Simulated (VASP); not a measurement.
Input of a VASP 6.6.1 run:

File POSCAR:

```
CuI
1.0
    0.0000000000      3.0120290779      3.1626305317
    3.0120290779      0.0000000000      3.1626305317
    3.0120290779      3.0120290779      0.0000000000
Cu I
1 1
Direct
    0.0000000000      0.0000000000      0.0000000000
    0.2500000000      0.2500000000      0.2500000000
```

The input INCAR.step1:

```
PREC     = Accurate       # precision mode
ENCUT    = 520            # plane-wave cutoff, eV
ISMEAR   = 0              # smearing method
SIGMA    = 0.01           # smearing width, eV
LREAL    = F              # projectors in reciprocal space
LASPH    = T              # aspherical terms in the spheres
NELM     = 80             # most SCF steps
NBANDS   = 16             # bands
GGA      = PE             # functional
ALGO     = Normal         # electronic algorithm
EDIFF    = 1E-4           # SCF threshold, eV
LWAVE    = T              # write WAVECAR
LCHARG   = F              # write CHGCAR
```

File INCAR.step2:

```
PREC     = Accurate       # precision mode
ENCUT    = 520            # plane-wave cutoff, eV
EDIFF    = 1E-7           # SCF threshold, eV
ISMEAR   = 0              # smearing method
SIGMA    = 0.01           # smearing width, eV
LREAL    = F              # projectors in reciprocal space
LASPH    = T              # aspherical terms in the spheres
NELM     = 80             # most SCF steps
ALGO     = Normal         # electronic algorithm
ISIF     = 2              # what is computed and relaxed
LWAVE    = F              # write WAVECAR
LCHARG   = F              # write CHGCAR
METAGGA  = R2SCAN         # meta-GGA
LMIXTAU  = T            
NBANDS   = 16             # bands
ISTART   = 1
```

KPOINTS

```
regular mesh
0
Gamma
  8 8 8
```

Potentials or basis: VASP PAW PBE potentials, release 64 (Cu, I).

Launch:

```sh
$ cat potpaw_PBE.64/Cu/POTCAR potpaw_PBE.64/I/POTCAR > POTCAR
$ cp INCAR.step1 INCAR
$ mpirun -np 1 vasp_std > vasp.out
$ cp INCAR.step2 INCAR
$ mpirun -np 1 vasp_std > vasp.out
```

(1) Estimate the band gap on the k mesh.

(2) What does it give for the pressure?

Results:

(1) 1.50 eV.

(2) -2.0 GPa.

Caveat: the cell differs from its parent crystal (uniaxial z strain +5.0%); the PAW data sets were made with another functional, which shifts forces and pressure a little; spin-orbit coupling is left out, which moves the levels of the heavy elements.
